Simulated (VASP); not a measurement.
**MgO: single point with PBE**

Crystal: MgO.

```
Mg O
1.0
     3.31529    0.00000    0.00000
    -1.65764    2.87112    0.00000
     0.00000    0.00000    5.12155
Mg O
2 2
Cartesian
  -0.1120 2.0261 0.0324
  1.7696 0.8450 2.5931
  0.1035 1.8106 2.0398
  1.5542 1.0605 4.6006
```

This cell differs from its parent crystal: mode 4 frozen in at -0.112 Å and mode 5 at +0.112 Å (largest displacements).

```
Program                : VASP 6.6.1
Task                   : single point
Functional             : PBE
Potentials or basis    : VASP PAW PBE potentials, release 64 (Mg, O)
Cutoff                 : 520 eV
k mesh                 : 9 × 9 × 6
Occupations            : gaussian, width 0.05 eV
Spin                   : no spin polarisation
Dipole correction      : no
Further INCAR settings : ALGO = Normal; EDIFF = 1e-06; NBANDS = 16
```

```yaml
Pressure: -0.9 GPa
Largest_force: 0.456 eV/Å
Band_gap_on_the_k_mesh: 3.23 eV, direct
```

Forces in eV/Å, atoms in the order of the input:
```
Mg   0.271 -0.346  0.121
Mg  -0.271  0.346  0.121
O   -0.256  0.212 -0.121
O    0.256 -0.212 -0.121
```

Stress tensor (GPa, compression positive):
```
-1.17  0.67  0.00
 0.67 -1.20  0.00
 0.00  0.00 -0.21
```

Levels at points of the mesh, in eV from the valence-band top:
| k point | band 4 | band 5 | band 6 | band 7 | band 8 | band 9 | band 10 | band 11 | band 12 | band 13 |
| --- | --- | --- | --- | --- | --- | --- | --- | --- | --- | --- |
| (0.00, 0.00, 0.00) | -0.76 | -0.62 | -0.53 | -0.29 | 0.00 | 3.23 | 8.16 | 9.84 | 13.72 | 14.48 |
| (0.00, 0.00, 0.50) | -1.99 | -0.57 | -0.57 | -0.52 | -0.52 | 5.67 | 5.67 | 12.69 | 12.69 | 14.39 |

Wall time 57 s on 1 thread of Intel(R) Xeon(R) 6975P-C (Granite Rapids), with other jobs on the host, peak memory 0.26 GiB.

Caveat: the cell differs from its parent crystal (mode 4 frozen in at -0.112 Å and mode 5 at +0.112 Å (largest displacements)). A k mesh can miss the band edges.
